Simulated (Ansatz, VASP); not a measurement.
# BAs: VASP beside Ansatz

Contents of INCAR:

```
ALGO = Normal
EDIFF = 1E-6
ENCUT = 520
GGA = PE
ISIF = 2
ISMEAR = 1
IVDW = 12
LASPH = T
LCHARG = T
LNONCOLLINEAR = T
LORBIT = 11
LREAL = F
LVHAR = T
LWAVE = F
MAGMOM = 0.5 0 0 0 0 0
NBANDS = 20
NELM = 150
PREC = Accurate
SIGMA = 0.15
```

KPOINTS

```
k-points
0
Gamma
  8 8 8
```

The input POSCAR:

```
BAs
1.0
    0.0000000000      2.3885000000      2.3885000000
    2.3885000000      0.0000000000      2.3885000000
    2.3885000000      2.3885000000      0.0000000000
As B
1 1
Direct
    0.7500000000      0.7500000000      0.7500000000
    0.0000000000      0.0000000000      0.0000000000
```

The input input.yaml:

```yaml
crystal:
  lattice:
    - [0.0, 2.3885, 2.3885]
    - [2.3885, 0.0, 2.3885]
    - [2.3885, 2.3885, 0.0]
  atoms:
    - { symbol: As, position: [0.75, 0.75, 0.75], spin: 0.5, spin_axis: [1.0, 0.0, 0.0] }
    - { symbol: B, position: [0.0, 0.0, 0.0] }
kpoints:
  mp_grid: { grid: [8, 8, 8] }
  band_path:
    path:
      - [0.0, 0.0, 0.0]
      - [0.5, 0.0, 0.5]
      - [0.5, 0.25, 0.75]
      - [0.375, 0.375, 0.75]
      - [0.0, 0.0, 0.0]
      - [0.5, 0.5, 0.5]
      - [0.625, 0.25, 0.625]
      - [0.5, 0.25, 0.75]
    npoints: 6
scf:
  occupations: { method: methfessel_paxton, width: 0.15 }
hamiltonian:
  xc: pbe
  dispersion: d3bj
  pseudopotentials: { kind: all_electron, lapw: { basis_error: 0.001 } }
magnetization:
  noncollinear: true
output:
  forces: true
  stress: true
  eigenvalues: true
```

Alike in both runs: functional PBE; dispersion D3(BJ); k mesh 8 × 8 × 8; occupations methfessel-paxton of order 1, width 0.15 eV; non-collinear spin.

|  | VASP | Ansatz |
| --- | --- | --- |
| version | VASP 6.6.1 | Ansatz 0.2.0 |
| potentials or method | VASP PAW PBE potentials, release 64 (As, B), cutoff 520 eV | all-electron LAPW, scalar-relativistic |
| task | single point | band structure |

|  | VASP | Ansatz | Ansatz less VASP |
| --- | --- | --- | --- |
| gap on the k mesh at the Fermi level (eV) | 1.19 | 1.20 | +0.011 |
| least direct gap on the mesh (eV) | 3.28 | 3.28 | +0.008 |
| pressure (GPa) | -0.4 | -1.1 | -0.71 |
| net moment per atom (μB) | 0.00 | 0.00 | 0.000 |

Ansatz ran all-electron here, and VASP with PAW potentials.

Noted on Ansatz's run: the program listed the state as in doubt.
